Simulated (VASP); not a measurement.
# Mn3Cu (Pm-3m) in VASP: single point with r2SCAN

Aim: the single point of Mn3Cu with r2SCAN.

Everything below comes from runs of VASP 6.6.1. Logs are shortened: lines on timing, memory, paths and dates and some standing lists are left out, and cuts for length are marked.

### 1 The cell of the first run

Symmetry: Pm-3m, No. 221, cubic system. The conventional cell has a = 3.482 Å, b = 3.482 Å, c = 3.482 Å, α = 90.00°, β = 90.00°, γ = 90.00°. Within 3.3 Å of Mn (site symmetry 4/mmm) lie 8 Mn at 2.46 Å and 4 Cu at 2.46 Å. Within 3.3 Å of Cu (site symmetry m-3m) lie 12 Mn at 2.46 Å.

### 2 Single point, r2SCAN, collinear spin, ferromagnetic start

POSCAR reads:

```
Mn3Cu
1.0
    3.4823879964      0.0000000000      0.0000000000
    0.0000000000      3.4823879964      0.0000000000
    0.0000000000      0.0000000000      3.4823879964
Mn Cu
3 1
Direct
    0.0000000000      0.5000000000      0.5000000000
    0.5000000000      0.0000000000      0.5000000000
    0.5000000000      0.5000000000      0.0000000000
    0.0000000000      0.0000000000      0.0000000000
```

INCAR.step1 reads:

```
SYSTEM = Mn3Cu
PREC = Accurate
ENCUT = 520
ISMEAR = 0
SIGMA = 0.1
LREAL = .FALSE.
LASPH = .TRUE.
NELM = 150
ISPIN = 2
MAGMOM = 4 4 4 0
LMAXMIX = 4
NBANDS = 37
GGA = PE
ALGO = Normal
EDIFF = 1E-4
LWAVE = .TRUE.
LCHARG = .FALSE.
```

INCAR.step2 reads:

```
SYSTEM = Mn3Cu
PREC = Accurate
ENCUT = 520
EDIFF = 1E-7
ISMEAR = 0
SIGMA = 0.1
LREAL = .FALSE.
LASPH = .TRUE.
NELM = 150
ALGO = Normal
ISIF = 2
LWAVE = .FALSE.
LCHARG = .FALSE.
ISPIN = 2
MAGMOM = 4 4 4 0
LORBIT = 11
LMAXMIX = 4
METAGGA = R2SCAN
LMIXTAU = .TRUE.
NBANDS = 37
ISTART = 1
```

KPOINTS reads:

```
regular mesh
0
G
  12 12 12
  0 0 0
```

Potentials or basis: VASP PAW PBE potentials, release 64 (Mn_pv, Cu).

The run is started by

```console
cat potpaw_PBE.64/Mn_pv/POTCAR potpaw_PBE.64/Cu/POTCAR > POTCAR
cp INCAR.step1 INCAR
mpirun -np 1 vasp_std > vasp.out
cp INCAR.step2 INCAR
mpirun -np 1 vasp_std > vasp.out
```

OUTCAR:

```text
SYSTEM = Mn3Cu
   PREC = Accurate
   ENCUT = 520
   EDIFF = 1E-7
   ISMEAR = 0
   LREAL = .FALSE.
   LASPH = .TRUE.
   NELM = 150
   ISIF = 2
   ISPIN = 2
   LORBIT = 11
   METAGGA = R2SCAN
   ISTART = 1

 ion  position               nearest neighbor table
   1  0.000  0.500  0.500-   2 2.46   3 2.46   4 2.46   3 2.46   4 2.46   2 2.46   4 2.46   4 2.46
                             2 2.46   3 2.46   3 2.46   2 2.46
   2  0.500  0.000  0.500-   1 2.46   3 2.46   4 2.46   3 2.46   4 2.46   1 2.46   3 2.46   3 2.46
                             1 2.46   4 2.46   4 2.46   1 2.46
   3  0.500  0.500  0.000-   1 2.46   2 2.46   4 2.46   1 2.46   2 2.46   2 2.46   4 2.46   2 2.46
                             1 2.46   4 2.46   1 2.46   4 2.46
   4  0.000  0.000  0.000-   1 2.46   2 2.46   3 2.46   1 2.46   2 2.46   1 2.46   3 2.46   1 2.46
                             2 2.46   3 2.46   2 2.46   3 2.46

  LATTYP: Found a simple cubic cell.
 ALAT       =     3.4823879964

  Lattice vectors:

 A1 = (   3.4823879964,   0.0000000000,   0.0000000000)
 A2 = (   0.0000000000,   3.4823879964,   0.0000000000)
 A3 = (   0.0000000000,   0.0000000000,   3.4823879964)

Analysis of symmetry for initial positions (statically):
=====================================================================
 Subroutine PRICEL returns:
 Original cell was already a primitive cell.

 Routine SETGRP: Setting up the symmetry group for a
 simple cubic supercell.

 Subroutine GETGRP returns: Found 48 space group operations
 (whereof 48 operations were pure point group operations)
 out of a pool of 48 trial point group operations.

The static configuration has the point symmetry O_h .

Analysis of symmetry for dynamics (positions and initial velocities):
=====================================================================
 Subroutine PRICEL returns:
 Original cell was already a primitive cell.

 Routine SETGRP: Setting up the symmetry group for a
 simple cubic supercell.

 Subroutine GETGRP returns: Found 48 space group operations
 (whereof 48 operations were pure point group operations)
 out of a pool of 48 trial point group operations.

The dynamic configuration has the point symmetry O_h .

Analysis of structural, dynamic, and magnetic symmetry:
=====================================================================
 Subroutine PRICEL returns:
 Original cell was already a primitive cell.

 Routine SETGRP: Setting up the symmetry group for a
 simple cubic supercell.

 Subroutine GETGRP returns: Found 48 space group operations
 (whereof 48 operations were pure point group operations)
 out of a pool of 48 trial point group operations.

The overall configuration has the point symmetry O_h .

 Subroutine INISYM returns: Found 48 space group operations
 (whereof 48 operations are pure point group operations),
 and found     1 'primitive' translations

----------------------------------------------------------------------------------------

                                     Primitive cell

  volume of cell :      42.2310

  direct lattice vectors                    reciprocal lattice vectors
     3.482387996  0.000000000  0.000000000     0.287159271  0.000000000  0.000000000
     0.000000000  3.482387996  0.000000000     0.000000000  0.287159271  0.000000000
     0.000000000  0.000000000  3.482387996     0.000000000  0.000000000  0.287159271

  length of vectors
     3.482387996  3.482387996  3.482387996     0.287159271  0.287159271  0.287159271

  position of ions in fractional coordinates (direct lattice)
     0.000000000  0.500000000  0.500000000
     0.500000000  0.000000000  0.500000000
     0.500000000  0.500000000  0.000000000
     0.000000000  0.000000000  0.000000000

  ion indices of the primitive-cell ions
   primitive index   ion index
                 1           1
                 2           2
                 3           3
                 4           4

----------------------------------------------------------------------------------------

 KPOINTS: regular mesh

Automatic generation of k-mesh.
 Grid dimensions read from file:
 generate k-points for:   12   12   12

 Generating k-lattice:

  Cartesian coordinates                     Fractional coordinates (reciprocal lattice)
     0.023929939  0.000000000  0.000000000     0.083333333  0.000000000  0.000000000
     0.000000000  0.023929939  0.000000000     0.000000000  0.083333333  0.000000000
     0.000000000  0.000000000  0.023929939     0.000000000  0.000000000  0.083333333

  Length of vectors
     0.023929939  0.023929939  0.023929939

  Shift w.r.t. Gamma in fractional coordinates (k-lattice)
     0.000000000  0.000000000  0.000000000

 Subroutine IBZKPT returns following result:
 ===========================================

 Found     84 irreducible k-points:

 Following reciprocal coordinates:
            Coordinates               Weight
  0.000000  0.000000  0.000000      1.000000
  0.083333  0.000000  0.000000      6.000000
  0.166667  0.000000  0.000000      6.000000
  0.250000  0.000000  0.000000      6.000000
  0.333333  0.000000  0.000000      6.000000
  0.416667  0.000000  0.000000      6.000000
[... 16 lines left out ...]
  0.333333  0.333333  0.000000     12.000000
  0.416667  0.333333  0.000000     24.000000
 [... further k-points ...]
   k-points           NKPTS =     84   k-points in BZ     NKDIM =     84   number of bands    NBANDS=     37
   number of dos      NEDOS =    301   number of ions     NIONS =      4
   total plane-waves  NPLWV =  21952
   dimension x,y,z NGX =    28 NGY =   28 NGZ =   28
   dimension x,y,z NGXF=    56 NGYF=   56 NGZF=   56
   ions per type =               3   1
   NGX,Y,Z   is equivalent  to a cutoff of  13.37, 13.37, 13.37 a.u.
   NGXF,Y,Z  is equivalent  to a cutoff of  26.73, 26.73, 26.73 a.u.
 SYSTEM =  Mn3Cu
   PREC   = accura    normal or accurate (medium, high low for compatibility)
   ISTART =      1    job   : 0-new  1-cont  2-samecut
   ICHARG =      0    charge: 1-file 2-atom 10-const
   ISPIN  =      2    spin polarized calculation?
   LNONCOLLINEAR =      F non collinear calculations
   LSORBIT =      F    spin-orbit coupling
   LASPH  =      T    aspherical Exc in radial PAW
   ENCUT  =  520.0 eV  38.22 Ry    6.18 a.u.   6.47  6.47  6.47*2*pi/ulx,y,z
   NELM   =    150;   NELMIN=  2; NELMDL=  0     # of ELM steps
   EDIFF  = 0.1E-06   stopping-criterion for ELM
   LREAL  =      F    real-space projection
   EDIFFG = 0.1E-05   stopping-criterion for IOM
   NSW    =      0    number of steps for IOM
   IBRION =     -1    ionic relax: 0-MD 1-quasi-New 2-CG
   NFREE  =      0    steps in history (QN), initial steepest desc. (CG)
   ISIF   =      2    stress and relaxation
   ISYM   =      2    0-nonsym 1-usesym 2-fastsym
   POTIM  = 0.5000    time-step for ionic-motion
   TEBEG  =    0.0;   TEEND  =   0.0 temperature during run
   PSTRESS=    0.0 pullay stress
   NELECT =      50.0000    total number of electrons
   NUPDOWN=      -1.0000    fix difference up-down
   EMIN   =  10.00;   EMAX   =-10.00  energy-range for DOS
   EFERMI =   0.00;   METHOD = LEGACY
   ISMEAR =     0;   SIGMA  =   0.10  broadening in eV -4-tet -1-fermi 0-gaus
   EFERMI_NEDOS =   21; number of points for ismear=-14 and -15
   IALGO  =     38    algorithm
   IMIX   =      4    mixing-type and parameters
     AMIX     =   0.40;   BMIX     =  1.00
     AMIX_MAG =   1.60;   BMIX_MAG =  1.00
  volume/ion in A,a.u.               =      10.56        71.25
  Fermi-wavevector in a.u.,A,eV,Ry     =   1.731893  3.272803 40.810031  2.999453
  Thomas-Fermi vector in A             =   2.806173
   LORBIT       =     11    0 simple, 1 ext, 2 COOP (PROOUT), +10 PAW based schemes
   METAGGA = R2SCAN    functional components
   LHFCALC =     F    Hartree Fock is set to
   AEXX    =    0.0000 exact exchange contribution
   IVDW    =     0    specifies the selected vdW correction
   LEPSILON=     F    determine dielectric tensor
   LRPA    =     F    only Hartree local field effects (RPA)
 spin polarized calculation
 Gauss-broadening in eV      SIGMA  =   0.10
  energy-cutoff  :      520.00
  volume of cell :       42.23
 maximum number of plane-waves:      1157
 NGX is ok and might be reduce to    28
   NGX = 13   NGY = 13   NGZ = 13

 number of electron      50.0000033 magnetization       3.1102861

 Free energy of the ion-electron system (eV)
  ---------------------------------------------------
  ext. energy  EPLUGINS =         0.00000000
  ---------------------------------------------------
  free energy    TOTEN  =       -53.04847532 eV

  energy without entropy =      -53.02236091  energy(sigma->0) =      -53.03541812

 E-fermi :  10.2587     XC(G=0): -15.2833

 val. band max:       10.2564508661   @ k =   0.2500   0.0833   0.0000
 cond. band min:      10.2592943503   @ k =   0.3333   0.0833   0.0833
 fundamental gap:      0.0028434842
 Fermi energy:        10.2586570185

 spin component 1

 k-point     1 :       0.0000    0.0000    0.0000
  band No.  band energies     occupation
      1     -40.3871      1.00000
      2     -40.3871      1.00000
      3     -40.3871      1.00000
      4     -40.1094      1.00000
      5     -40.1094      1.00000
      6     -40.1094      1.00000
[... 29 lines left out ...]
     36      21.7701      0.00000
     37      25.5253      0.00000

 k-point     2 :       0.0833    0.0000    0.0000
  band No.  band energies     occupation
      1     -40.3819      1.00000
      2     -40.3819      1.00000
      3     -40.3795      1.00000
      4     -40.1110      1.00000
      5     -40.1110      1.00000
      6     -40.1101      1.00000
[... 29 lines left out ...]
     36      22.2181      0.00000
     37      25.2746      0.00000
[... 838 lines left out ...]
     36      24.1019      0.00000
     37      24.2997      0.00000

 k-point    24 :       0.4167    0.3333    0.0000
  band No.  band energies     occupation
      1     -40.3731      1.00000
      2     -40.2554      1.00000
      3     -40.2148      1.00000
      4     -40.1783      1.00000
      5     -40.1521      1.00000
      6     -40.1089      1.00000
[... 29 lines left out ...]
     36      22.9318      0.00000
     37      24.4735      0.00000

 [... further k-points ...]

 spin component 2

 k-point     1 :       0.0000    0.0000    0.0000
  band No.  band energies     occupation
      1     -38.8367      1.00000
      2     -38.8367      1.00000
      3     -38.8366      1.00000
      4     -38.5631      1.00000
      5     -38.5631      1.00000
      6     -38.5631      1.00000
[... 29 lines left out ...]
     36      22.5847      0.00000
     37      25.6947      0.00000

 k-point     2 :       0.0833    0.0000    0.0000
  band No.  band energies     occupation
      1     -38.8312      1.00000
      2     -38.8311      1.00000
      3     -38.8293      1.00000
      4     -38.5649      1.00000
      5     -38.5649      1.00000
      6     -38.5639      1.00000
[... 29 lines left out ...]
     36      22.9980      0.00000
     37      25.4625      0.00000
[... 838 lines left out ...]
     36      24.4072      0.00000
     37      24.6477      0.00000

 k-point    24 :       0.4167    0.3333    0.0000
  band No.  band energies     occupation
      1     -38.8458      1.00000
      2     -38.6821      1.00000
      3     -38.6636      1.00000
      4     -38.6369      1.00000
      5     -38.6103      1.00000
      6     -38.5147      1.00000
[... 29 lines left out ...]
     36      23.2621      0.00000
     37      25.0605      0.00000

 [... further k-points ...]

------------------------ aborting loop because EDIFF is reached ----------------------------------------

  FORCE on cell =-STRESS in cart. coord.  units (eV):
  Direction    XX          YY          ZZ          XY          YZ          ZX
  --------------------------------------------------------------------------------------
  -------------------------------------------------------------------------------------
  Total        2.7259364      2.7259364      2.7259364     -0.0000000     -0.0000000      0.0000000
  in kB      103.4176883    103.4176883    103.4176883     -0.0000000     -0.0000000      0.0000000
  external PRESSURE =     103.4176883 kB  Pullay stress =       0.0000000 kB

 VOLUME and BASIS-vectors are now :
 -----------------------------------------------------------------------------
  energy-cutoff  :      520.00
  volume of cell :       42.23
      direct lattice vectors                 reciprocal lattice vectors
     3.482387996  0.000000000  0.000000000     0.287159271  0.000000000  0.000000000
     0.000000000  3.482387996  0.000000000     0.000000000  0.287159271  0.000000000
     0.000000000  0.000000000  3.482387996     0.000000000  0.000000000  0.287159271

 POSITION                                       TOTAL-FORCE (eV/Angst)
 -----------------------------------------------------------------------------------
      0.00000      1.74119      1.74119         0.000000      0.000000      0.000000
      1.74119      0.00000      1.74119         0.000000      0.000000      0.000000
      1.74119      1.74119      0.00000         0.000000      0.000000      0.000000
      0.00000      0.00000      0.00000         0.000000      0.000000      0.000000
 -----------------------------------------------------------------------------------
    total drift:                                0.000000      0.000000      0.000000

  FREE ENERGIE OF THE ION-ELECTRON SYSTEM (eV)
  ---------------------------------------------------
  free  energy   TOTEN  =       -53.0484753241 eV

  energy  without entropy=      -53.0223609140  energy(sigma->0) =      -53.03541812

 total charge

# of ion       s       p       d       tot
------------------------------------------
    1        0.441   6.389   5.150  11.980
    2        0.441   6.389   5.150  11.980
    3        0.441   6.389   5.150  11.980
    4        0.587   0.692   9.093  10.373
--------------------------------------------------
tot          1.911  19.859  24.543  46.314

 magnetization (x)

# of ion       s       p       d       tot
------------------------------------------
    1       -0.003  -0.017   1.096   1.076
    2       -0.003  -0.017   1.096   1.076
    3       -0.003  -0.017   1.096   1.076
    4       -0.020  -0.040  -0.010  -0.071
--------------------------------------------------
tot         -0.029  -0.092   3.279   3.158
```

Wall time 8.7 min (1 thread of Intel Xeon 6975P-C (Granite Rapids), shared host); peak memory 0.32 GiB.

What came out:

| Item | Value |
| --- | --- |
| Free energy | -53.0485 eV |
| Pressure | 10.3 GPa |
| Net moment | 3.11 μB per cell |
| Site moments | Mn +1.08; Cu -0.07 μB |
| Valence electrons inside the program's atomic spheres | Mn 11.98; Cu 10.37 |

Levels at points of the mesh, in eV from the Fermi level:
Spin up:
```csv
k point,band 24,band 25,band 26,band 27,band 28,band 29,band 30,band 31
"(0.00, 0.00, 0.00)",0.27,0.27,0.27,0.63,1.90,1.90,1.90,2.89
"(0.50, 0.00, 0.00)",-1.08,-0.97,-0.63,-0.13,-0.13,0.10,0.12,1.91
"(0.50, 0.50, 0.00)",-1.20,-1.20,-0.85,-0.85,0.19,0.30,1.51,1.89
"(0.50, 0.50, 0.50)",-0.35,-0.24,-0.24,-0.24,0.49,0.49,0.63,1.27
```
Spin down:
| k point | band 22 | band 23 | band 24 | band 25 | band 26 | band 27 |
| --- | --- | --- | --- | --- | --- | --- |
| (0.00, 0.00, 0.00) | 1.26 | 1.26 | 1.26 | 2.68 | 2.68 | 2.68 |
| (0.50, 0.00, 0.00) | -0.56 | 0.09 | 0.42 | 0.76 | 0.76 | 1.02 |
| (0.50, 0.50, 0.00) | -1.37 | -0.31 | -0.31 | 0.83 | 1.02 | 1.26 |
| (0.50, 0.50, 0.50) | -0.51 | -0.51 | -0.51 | 0.37 | 1.60 | 1.60 |

Caveat: the cell stands under pressure; the PAW data sets were made with another functional, which shifts forces and pressure a little.
